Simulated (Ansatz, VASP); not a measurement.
This is a calculation of Sr3Ag for VASP 6.6.1.

File INCAR:

```
SYSTEM = Sr3Ag
  PREC = Accurate
  ENCUT = 520
  EDIFF = 1E-7
  ISMEAR = -1
  SIGMA = 0.05
  LREAL = .FALSE.
  LASPH = .TRUE.
  NELM = 60
  ALGO = Normal
  ISIF = 2
  LWAVE = .FALSE.
  LCHARG = .FALSE.
  GGA = PE
  NBANDS = 28
```

KPOINTS

```
regular mesh
0
G
  5 5 5
  0 0 0
```

File POSCAR:

```
Sr3Ag
1.0
    5.4540223795      0.0000000000      0.0000000000
    0.0000000000      5.4540223795      0.0000000000
    0.0000000000      0.0000000000      5.4540223795
Ag Sr
1 3
Direct
    0.0000000000      0.0000000000      0.0000000000
    0.5000000000      0.5000000000      0.0000000000
    0.5000000000      0.0000000000      0.5000000000
    0.0000000000      0.5000000000      0.5000000000
```

Potentials or basis: VASP PAW PBE potentials, release 64 (Ag, Sr_sv).

Run with:

```console
$ cat potpaw_PBE.64/Ag/POTCAR potpaw_PBE.64/Sr_sv/POTCAR > POTCAR
$ mpirun -np 1 vasp_std > vasp.out
```

Question: Set up the same calculation for Ansatz 0.2.0. Potentials there: Ansatz PAW.

Answer: As run (the cutoff follows the program's own potentials):

The input input.yaml:

```yaml
crystal:
  lattice:
    - [5.4540223795, 0.0, 0.0]
    - [0.0, 5.4540223795, 0.0]
    - [0.0, 0.0, 5.4540223795]
  atoms:
    - { symbol: Ag, position: [0.0, 0.0, 0.0] }
    - { symbol: Sr, position: [0.5, 0.5, 0.0] }
    - { symbol: Sr, position: [0.5, 0.0, 0.5] }
    - { symbol: Sr, position: [0.0, 0.5, 0.5] }
hamiltonian:
  xc: pbe
  pseudopotentials: { kind: paw }
kpoints:
  mp_grid: { grid: [5, 5, 5] }
scf:
  occupations: { method: fermi_dirac, width: 0.05 }
output:
  forces: true
  stress: true
  eigenvalues: true
```

Potentials or basis: Ansatz PAW.

The run is started by

```bash
$ ansatz run input.yaml --threads 2 --pin off --max-ram 5120MiB --backend cpu --events-out ev --progress --plain --runs-dir out
```

Both were run:

|  | VASP | Ansatz | Ansatz less VASP |
| --- | --- | --- | --- |
| gap on the k mesh at the Fermi level (eV) | none | none | - |
| pressure (GPa) | 0.4 | 0.3 | -0.03 |

A gap of «none» marks a metal or a gap that the smearing closes. VASP's potentials hold 41 valence electrons a cell and Ansatz's 49, so a difference there can come from the potentials and not from the codes.
